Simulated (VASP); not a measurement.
Input of a VASP 6.6.1 run:

Contents of INCAR:

```
PREC = Accurate
ENCUT = 520
EDIFF = 1E-6
ISMEAR = 0
SIGMA = 0.02
LREAL = False
LASPH = True
NELM = 100
ALGO = Normal
ISIF = 2
LWAVE = False
LCHARG = False
GGA = PE
NBANDS = 46
```

KPOINTS

```
Automatic mesh
0
Gamma
  6 6 6
```

Contents of POSCAR:

```
Cd4SeS3
1.0
    5.7420129288      0.0000000000      0.0000000000
    0.0000000000      5.7420129288      0.0000000000
    0.0000000000      0.0000000000      5.7420129288
Cd Se S
4 1 3
Direct
    0.2434806714      0.7565193286      0.2434806714
    0.2434806714      0.2434806714      0.7565193286
    0.7565193286      0.7565193286      0.7565193286
    0.7565193286      0.2434806714      0.2434806714
    0.5000000000      0.5000000000      0.5000000000
    0.5000000000      0.0000000000      0.0000000000
    0.0000000000      0.0000000000      0.5000000000
    0.0000000000      0.5000000000      0.0000000000
```

Potentials or basis: VASP PAW PBE potentials, release 64 (Cd, Se, S).

Run with:

```sh
$ cat potpaw_PBE.64/Cd/POTCAR potpaw_PBE.64/Se/POTCAR potpaw_PBE.64/S/POTCAR > POTCAR
$ mpirun -np 1 vasp_std > vasp.out
```

**Question.** Predict the pressure.

**Answer.** 9.3 GPa.

**Question.** What does it give for the band gap on the k mesh?

**Answer.** 1.14 eV, direct.

**Question.** Estimate the largest force.

**Answer.** 0.007 eV/Å.

Forces in eV/Å, atoms in the order of the input:
```
Cd   0.004 -0.004  0.004
Cd   0.004  0.004 -0.004
Cd  -0.004 -0.004 -0.004
Cd  -0.004  0.004  0.004
Se   0.000  0.000  0.000
S    0.000  0.000  0.000
S    0.000  0.000  0.000
S    0.000  0.000  0.000
```
